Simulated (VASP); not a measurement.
Input of a VASP 6.6.1 run:

Contents of INCAR:

```
SYSTEM = MnF2
PREC     = Accurate       ! precision mode
ENCUT    = 520            ! plane-wave cutoff, eV
EDIFF    = 1E-6           ! SCF threshold, eV
ISMEAR   = 0              ! smearing method
SIGMA    = 0.1            ! smearing width, eV
LREAL    = .False.        ! projectors in reciprocal space
LASPH    = .True.         ! aspherical terms in the spheres
NELM     = 150            ! most SCF steps
ALGO     = Normal         ! electronic algorithm
ISIF     = 2              ! what is computed and relaxed
LWAVE    = .False.        ! write WAVECAR
LCHARG   = .False.        ! write CHGCAR
ISPIN    = 2              ! spin polarisation
MAGMOM   = 5 -5 0 0 0 0   ! initial moments
LORBIT   = 11             ! projections on sites
LMAXMIX  = 4              ! l up to which the mixer works
GGA      = PE             ! functional
NBANDS   = 40             ! bands
```

The input KPOINTS:

```
regular mesh
0
Gamma
  4 4 6
  0 0 0
```

Contents of POSCAR:

```
MnF2
1.0
    4.8738000000      0.0000000000      0.0000000000
    0.0000000000      4.8738000000      0.0000000000
    0.0000000000      0.0000000000      3.3107000000
Mn F
2 4
Direct
    0.0000000000      0.0000000000      0.0000000000
    0.5000000000      0.5000000000      0.5000000000
    0.3053000000      0.3053000000      0.0000000000
    0.1947000000      0.8053000000      0.5000000000
    0.6947000000      0.6947000000      0.0000000000
    0.8053000000      0.1947000000      0.5000000000
```

Potentials or basis: VASP PAW PBE potentials, release 64 (Mn_pv, F).

Command:

```console
$ cat potpaw_PBE.64/Mn_pv/POTCAR potpaw_PBE.64/F/POTCAR > POTCAR
$ mpirun -np 1 vasp_std > vasp.out
```

**Question.** Predict the site moments.

**Answer.** Mn +4.54, -4.54; F -0.03, +0.03 (each value once) μB.

**Question.** Predict the pressure.

**Answer.** 2.7 GPa.

Stress tensor (GPa, compression positive):
```
2.61 0.00 0.00
0.00 2.61 0.00
0.00 0.00 2.79
```
